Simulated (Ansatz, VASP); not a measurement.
## Two plane-wave programs on ZnS

```xyz
2
Lattice="0.0000 2.6794 2.6794 2.6794 0.0000 2.6794 2.6794 2.6794 0.0000" Properties=species:S:1:pos:R:3 pbc="T T T"
Zn    0.0000    0.0000    0.0000
S     1.3397    1.3397    1.3397
```

Alike in both runs: functional PBEsol; k mesh 6 × 6 × 6; occupations gaussian, width 0.1 eV; no spin polarisation.

Ansatz relaxed the structure, and its values are those at the end. VASP's run is a single point on that final structure, the one shown.

|  | VASP | Ansatz |
| --- | --- | --- |
| version | VASP 6.6.1 | Ansatz 0.2.0 |
| potentials or method | VASP PAW PBE potentials, release 64 (Zn, S), cutoff 500 eV | scalar-relativistic, plane waves, PAW |
| valence electrons in the cell | 18 | 18 |

|  | VASP | Ansatz | Ansatz less VASP |
| --- | --- | --- | --- |
| gap on the k mesh at the Fermi level (eV) | 2.09 | 2.08 | -0.007 |
| least direct gap on the mesh (eV) | 2.09 | 2.08 | -0.007 |
| pressure (GPa) | 0.1 | -0.1 | -0.18 |

VASP's potentials were made for PBE, not for PBEsol. With one functional, cell and mesh, what is left measures potentials, basis and numerics.
